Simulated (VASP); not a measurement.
## Ir: single point with LDA

The system is Ir.

```
Ir
1.0
     2.83150    0.00000    0.00000
    -1.41575    2.45215    0.00000
     0.00000    0.00000    4.60560
Ir
2
Direct
  0.66667 0.33333 0.75000
  0.33333 0.66667 0.25000
```

| Quantity | Value |
| --- | --- |
| Program | VASP 6.6.1 |
| Task | single point |
| Functional | LDA |
| Potentials or basis | VASP PAW LDA potentials, release 64 (Ir) |
| Cutoff | 500 eV |
| k mesh | 18 × 18 × 10 |
| Occupations | gaussian, width 0.15 eV |
| Spin | no spin polarisation |
| Dipole correction | no |
| Further INCAR settings | ALGO = Normal; EDIFF = 1e-06; NBANDS = 16 |

```json
{
 "Pressure": "-37.9 GPa",
 "Band gap on the k mesh": "zero (band 9 reaches 9.15 eV, above the bottom of band 10 at 6.41 eV)"
}
```

Stress tensor (GPa, compression positive):
```
-37.42   0.00   0.00
  0.00 -37.42   0.00
  0.00   0.00 -39.00
```

Levels at points of the mesh, in eV from the Fermi level:
```tsv
k point	band 5	band 6	band 7	band 8	band 9	band 10	band 11	band 12	band 13	band 14
(0.00, 0.00, 0.00)	-3.18	-2.65	-2.65	-1.96	-1.96	-0.45	0.23	0.23	5.96	14.43
(0.50, 0.00, 0.00)	-2.97	-2.86	-2.51	0.58	0.76	0.91	2.56	3.85	7.54	9.41
(0.00, 0.00, 0.50)	-3.28	-3.28	-3.28	-3.28	-0.41	-0.41	-0.41	-0.41	13.23	13.23
(0.50, 0.00, 0.50)	-1.75	-1.75	-0.70	-0.70	0.78	0.78	1.86	1.86	6.62	6.62
```

Run time: 71 s on 1 thread of Intel(R) Xeon(R) Platinum 8488C (Sapphire Rapids), with other jobs on the host, peak memory 0.21 GiB.

Caveat: spin-orbit coupling is left out, which moves the levels of the heavy elements.
